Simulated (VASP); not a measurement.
Ag:

```xyz
2
Lattice="2.9300 0.0000 0.0000 -1.4650 2.5375 0.0000 0.0000 0.0000 4.7900" Properties=species:S:1:pos:R:3 pbc="T T T"
Ag    1.4650    0.8458    3.5925
Ag    0.0000    1.6916    1.1975
```

Program: VASP 6.6.1. Alike in all runs: task single point; cell as given; cutoff (eV) 520; smearing fermi-dirac 0.05 eV.

Q: Order these runs on this cell by their pressure, lowest first.
A. level PBEsol; potentials or basis VASP PAW PBE potentials, release 64 (Ag); spin non-collinear, zero start, SOC; k mesh 8 × 8 × 4
B. level LDA; potentials or basis VASP PAW LDA potentials, release 64 (Ag); spin off; k mesh 10 × 10 × 6
C. level r2SCAN; potentials or basis VASP PAW PBE potentials, release 64 (Ag); spin off; k mesh 10 × 10 × 6
D. level PBE; potentials or basis VASP PAW PBE potentials, release 64 (Ag); spin off; k mesh 10 × 10 × 6

A: B (-10.3 GPa), A (-6.2 GPa), C (-2.3 GPa), D (0.5 GPa).

Caveats: the PAW data sets were made with another functional, which shifts forces and pressure a little (some runs).
